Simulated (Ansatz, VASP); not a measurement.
BiTe: VASP beside Ansatz

Contents of INCAR:

```
PREC = Accurate
ENCUT = 500
EDIFF = 1E-6
ISMEAR = 0
SIGMA = 0.05
LREAL = False
LASPH = True
NELM = 120
ALGO = Normal
ISIF = 2
LWAVE = False
LCHARG = False
GGA = PE
NBANDS = 18
GGA_COMPAT = False
```

The input KPOINTS:

```
Automatic mesh
0
Gamma
  10 10 8
```

Contents of POSCAR:

```
BiTe
1.0
    4.1164613026      0.0627002327     -0.0010585366
   -2.0039306570      3.5809371883      0.0152381889
   -0.0011327022      0.0181743977      4.4480269274
Bi Te
1 1
Direct
    0.0069673751      0.0119348652     -0.0143001266
    0.6596992916      0.3213984681      0.5143001266
```

Input for Ansatz:

```yaml
crystal:
  lattice:
    - [4.1164613026, 0.0627002327, -0.0010585366]
    - [-2.003930657, 3.5809371883, 0.0152381889]
    - [-0.0011327022, 0.0181743977, 4.4480269274]
  atoms:
    - { symbol: Bi, position: [0.0069673751, 0.0119348652, -0.0143001266] }
    - { symbol: Te, position: [0.6596992916, 0.3213984681, 0.5143001266] }
basis:
  ecutwfc: 420
  ecutrho_ratio: 4
kpoints:
  mp_grid: { grid: [10, 10, 8] }
hamiltonian:
  xc: pbe
scf:
  occupations: { method: gaussian, width: 0.05 }
output:
  forces: true
  stress: true
  eigenvalues: true
```

Change from the starting cell: all atoms moved at random (sigma 0.06 Å), cell strained at random (1 %).

Alike in both runs: task single point; functional PBE; k mesh 10 × 10 × 8; occupations gaussian, width 0.05 eV; no spin polarisation.

|  | VASP | Ansatz |
| --- | --- | --- |
| version | VASP 6.6.1 | Ansatz 0.2.0 |
| potentials or method | VASP PAW PBE potentials, release 64 (Bi_d, Te), cutoff 500 eV | scalar-relativistic, plane waves, PAW |
| valence electrons in the cell | 21 | 31 |

Ansatz gave:

```
gap on the k mesh at the Fermi level (eV)                     : none
pressure (GPa)                                                : 0.6
traceless stress, the component that is largest in VASP (GPa) : -0.55
rms of the force components (eV/Å)                            : 0.117
```

Q: What did VASP give for the same quantities?

A: gap on the k mesh at the Fermi level (eV): none; pressure (GPa): 0.5; traceless stress, the component that is largest in VASP (GPa): -0.55; rms of the force components (eV/Å): 0.118.

Atom by atom the forces differ by 0.002 eV/Å (rms over components). A gap of «none» marks a metal or a gap that the smearing closes. The functional is the same, so the differences come from potentials, cutoffs and numerics. VASP's potentials hold 21 valence electrons a cell and Ansatz's 31, so a difference there can come from the potentials and not from the codes.

Spin-orbit coupling is off throughout.
